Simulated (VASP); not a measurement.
Pd:

```
CELL_PARAMETERS angstrom
-1.57228 1.57228 1.57228
1.57228 -1.57228 1.57228
1.57228 1.57228 -1.57228
ATOMIC_POSITIONS crystal
Pd 0.00000 0.00000 0.00000
```

| Item | Value |
| --- | --- |
| Program | VASP 6.6.1 |
| Task | relaxation of cell and atoms |
| Functional | PBEsol |
| Dispersion | D3(BJ) |
| Potentials or basis | VASP PAW PBE potentials, release 64 (Pd) |
| Cutoff | 600 eV |
| k mesh | 12 × 12 × 12 |
| Occupations | fermi-dirac, width 0.05 eV |
| Spin | no spin polarisation |

At the start: pressure -16.5 GPa; volume 15.55 Å³/atom.

Task: How do energy, volume and symmetry change on relaxing?

Result: Over 7 steps the energy falls by 79.8 meV/atom and the volume is 14.15 Å³/atom (-9.0 %); space group Im-3m (No. 229, to 0.05 Å).

Step by step:
| step | energy change (eV) | largest force (eV/Å) | pressure (GPa) | volume (Å³) |
| --- | --- | --- | --- | --- |
| 1 | 0.0000 | 0.0000 | -16.48 | 15.55 |
| 2 | 0.1708 | 0.0000 | 48.33 | 12.22 |
| 3 | -0.0796 | 0.0000 | -0.92 | 14.20 |
| 4 | -0.0798 | 0.0000 | -0.21 | 14.16 |
| 5 | -0.0798 | 0.0000 | 0.23 | 14.13 |
| 6 | -0.0797 | 0.0000 | -0.32 | 14.17 |
| 7 | -0.0798 | 0.0000 | -0.01 | 14.15 |

Final structure:
```
Pd
1.0
    -1.52359    1.52359    1.52359
     1.52359   -1.52359    1.52359
     1.52359    1.52359   -1.52359
Pd
1
Direct
  0.00000 0.00000 0.00000
```

Caveat: the PAW data sets were made with another functional, which shifts forces and pressure a little; pairwise dispersion overbinds metals, which lowers pressure and volume.
